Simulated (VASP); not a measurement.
# C (Pm-3m) in VASP: further runs, part 2 of 2

VASP 6.6.1. The steps go on from the part before.

**4. Single point, r2SCAN**

This run uses another cell than the first one, of 5.41 Å³/atom, 1.037 times its volume.

Input file POSCAR:

```
C
1.0
    1.7558301876      0.0000000000      0.0000000000
    0.0000000000      1.7558301876      0.0000000000
    0.0000000000      0.0000000000      1.7558301876
C
1
Direct
    0.0000000000      0.0000000000      0.0000000000
```

Input file INCAR.step1:

```
PREC     = Accurate       # precision mode
ENCUT    = 520            # plane-wave cutoff, eV
ISMEAR   = -1             # smearing method
SIGMA    = 0.05           # smearing width, eV
LREAL    = F              # projectors in reciprocal space
LASPH    = T              # aspherical terms in the spheres
NELM     = 80             # most SCF steps
NBANDS   = 8              # bands
GGA      = PE             # functional
ALGO     = Normal         # electronic algorithm
EDIFF    = 1E-4           # SCF threshold, eV
LWAVE    = T              # write WAVECAR
LCHARG   = F              # write CHGCAR
```

Input file INCAR.step2:

```
PREC     = Accurate       # precision mode
ENCUT    = 520            # plane-wave cutoff, eV
EDIFF    = 1E-6           # SCF threshold, eV
ISMEAR   = -1             # smearing method
SIGMA    = 0.05           # smearing width, eV
LREAL    = F              # projectors in reciprocal space
LASPH    = T              # aspherical terms in the spheres
NELM     = 80             # most SCF steps
ALGO     = Normal         # electronic algorithm
ISIF     = 2              # what is computed and relaxed
LWAVE    = F              # write WAVECAR
LCHARG   = F              # write CHGCAR
METAGGA  = R2SCAN         # meta-GGA
LMIXTAU  = T            
NBANDS   = 8              # bands
ISTART   = 1
```

Input file KPOINTS:

```
regular mesh
0
Gamma
  11 11 11
```

Potentials or basis: VASP PAW PBE potentials, release 64 (C).

Launch:

```bash
$ cat potpaw_PBE.64/C/POTCAR > POTCAR
$ cp INCAR.step1 INCAR
$ mpirun -np 1 vasp_std > vasp.out
$ cp INCAR.step2 INCAR
$ mpirun -np 1 vasp_std > vasp.out
```

OUTCAR:

```text
PREC = Accurate
   ENCUT = 520
   EDIFF = 1E-6
   ISMEAR = -1
   LREAL = F
   LASPH = T
   NELM = 80
   ISIF = 2
   METAGGA = R2SCAN
   ISTART = 1

 ion  position               nearest neighbor table
   1  0.000  0.000  0.000-

  LATTYP: Found a simple cubic cell.
 ALAT       =     1.7558301876

  Lattice vectors:

 A1 = (   1.7558301876,   0.0000000000,   0.0000000000)
 A2 = (   0.0000000000,   1.7558301876,   0.0000000000)
 A3 = (   0.0000000000,   0.0000000000,   1.7558301876)

Analysis of symmetry for initial positions (statically):
=====================================================================
 Subroutine PRICEL returns:
 Original cell was already a primitive cell.

 Routine SETGRP: Setting up the symmetry group for a
 simple cubic supercell.

 Subroutine GETGRP returns: Found 48 space group operations
 (whereof 48 operations were pure point group operations)
 out of a pool of 48 trial point group operations.

The static configuration has the point symmetry O_h .

Analysis of symmetry for dynamics (positions and initial velocities):
[... 159 lines left out ...]
 val. band max:       10.7729915702   @ k =   0.2727   0.1818   0.1818
 cond. band min:      11.7406334514   @ k =   0.4545   0.3636   0.3636
 fundamental gap:      0.9676418811
 Fermi energy:        11.7129295269

 k-point     1 :       0.0000    0.0000    0.0000
  band No.  band energies     occupation
      1     -12.4798      2.00000
      2      21.6148      0.00000
      3      21.6148      0.00000
      4      21.6148      0.00000
      5      38.1849      0.00000
      6      38.1849      0.00000
      7      45.2309      0.00000
      8      71.3095      0.00000
[... 243 lines left out ...]
 k-point    24 :       0.2727    0.0909    0.0909
  band No.  band energies     occupation
      1      -8.6816      2.00000
      2       9.5431      2.00000
      3      20.8520      0.00000
      4      22.8466      0.00000
      5      42.4982      0.00000
      6      44.9776      0.00000
      7      52.6075      0.00000
      8      55.2124      0.00000

 [... further k-points ...]

------------------------ aborting loop because EDIFF is reached ----------------------------------------

  FORCE on cell =-STRESS in cart. coord.  units (eV):
  Direction    XX          YY          ZZ          XY          YZ          ZX
  --------------------------------------------------------------------------------------
  -------------------------------------------------------------------------------------
  Total        0.1918335      0.1918335      0.1918335      0.0000000      0.0000000     -0.0000000
  in kB       56.7789828     56.7789828     56.7789828      0.0000000      0.0000000     -0.0000000
  external PRESSURE =      56.7789828 kB  Pullay stress =       0.0000000 kB

 VOLUME and BASIS-vectors are now :
 -----------------------------------------------------------------------------
  energy-cutoff  :      520.00
  volume of cell :        5.41
      direct lattice vectors                 reciprocal lattice vectors
     1.755830188  0.000000000  0.000000000     0.569531158  0.000000000  0.000000000
     0.000000000  1.755830188  0.000000000     0.000000000  0.569531158  0.000000000
     0.000000000  0.000000000  1.755830188     0.000000000  0.000000000  0.569531158

 POSITION                                       TOTAL-FORCE (eV/Angst)
 -----------------------------------------------------------------------------------
      0.00000      0.00000      0.00000         0.000000      0.000000      0.000000
 -----------------------------------------------------------------------------------
    total drift:                               -0.000000     -0.000000     -0.000000

  FREE ENERGIE OF THE ION-ELECTRON SYSTEM (eV)
  ---------------------------------------------------
  free  energy   TOTEN  =        -7.0570856693 eV

  energy  without entropy=       -7.0557771309  energy(sigma->0) =       -7.05643140
```

OSZICAR.step1:

```text
N       E                     dE             d eps       ncg     rms          rms(c)
DAV:   1    -0.511353342103E+01   -0.51135E+01   -0.24966E+03  1032   0.487E+02
DAV:   2    -0.650637643155E+01   -0.13928E+01   -0.12535E+01  1112   0.291E+01
DAV:   3    -0.650916279401E+01   -0.27864E-02   -0.27864E-02  1104   0.132E+00
DAV:   4    -0.650916314097E+01   -0.34696E-06   -0.34650E-06  1296   0.142E-02
DAV:   5    -0.650916314105E+01   -0.78728E-10   -0.88650E-10   976   0.117E-04    0.202E+00
DAV:   6    -0.649604454571E+01    0.13119E-01   -0.12101E-02   968   0.720E-01    0.126E+00
DAV:   7    -0.649487721775E+01    0.11673E-02   -0.17315E-02   944   0.925E-01    0.156E-01
DAV:   8    -0.649501964546E+01   -0.14243E-03   -0.27694E-04   968   0.133E-01    0.184E-02
DAV:   9    -0.649501800652E+01    0.16389E-05   -0.18062E-05   600   0.295E-02
   1 F= -.64950180E+01 E0= -.64943780E+01  d E =-.128011E-02
```

It used 4 s of CPU time on 1 thread of Intel Xeon 6975P-C, on a shared host.

What came out:

```
Free energy            : -7.0571 eV
Pressure               : 5.7 GPa
Band gap on the k mesh : zero (band 2 reaches 21.61 eV, above the bottom of band 3 at 9.34 eV)
```

Caveat: the PAW data sets were made with another functional, which shifts forces and pressure a little.

**5. The runs side by side**

```csv
cell,gap on the mesh (eV),pressure (GPa)
"a = 1.735 Å, 1 atom",none,20.7
"a = 1.764 Å, 1 atom",none,0.7
"a = 1.756 Å, 1 atom",none,5.7
```

Alike in all rows: task single point; level r2SCAN; potentials or basis VASP PAW PBE potentials, release 64 (C); no spin polarisation; k mesh 11 × 11 × 11; cutoff (eV) 520; smearing fermi-dirac 0.05 eV.

Caveats: the PAW data sets were made with another functional, which shifts forces and pressure a little.

Absolute energies hang on the potentials; compare differences alone.
